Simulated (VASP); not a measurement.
Runs of VASP 6.6.1 on HfO2. It takes space group Fm-3m (No. 225, cubic). Conventional cell: a = 5.098 Å, b = 5.098 Å, c = 5.098 Å, α = 90.00°, β = 90.00°, γ = 90.00°. Within 2.9 Å of Hf (site symmetry m-3m) lie 8 O at 2.21 Å. Within 2.9 Å of O (site symmetry -43m) lie 4 Hf at 2.21 Å and 6 O at 2.55 Å. 

```tsv
task	spin	cell	cutoff (eV)	smearing	gap on the mesh (eV)	pressure (GPa)
relaxation of cell and atoms	off	relaxed	600	fermi-dirac 0.02 eV	(a)	0.0
single point	non-collinear, zero start, SOC	as given	520	fermi-dirac 0.02 eV	-	-3.5
single point	off	as given	520	methfessel-paxton 0.001 eV	3.87	-3.6
single point	off	as given	520	fermi-dirac 0.02 eV	3.87	-3.6
```

Alike in all rows: level PBE; potentials or basis VASP PAW PBE potentials, release 64 (Hf_pv, O); k mesh 9 × 9 × 9.

Q: Fill in the values left out.

A: (a) 3.91.

Caveats: spin-orbit coupling is left out, which moves the levels of the heavy elements (some runs).

A k mesh can miss the band edges, and rows without SOC leave out spin-orbit coupling on Hf.
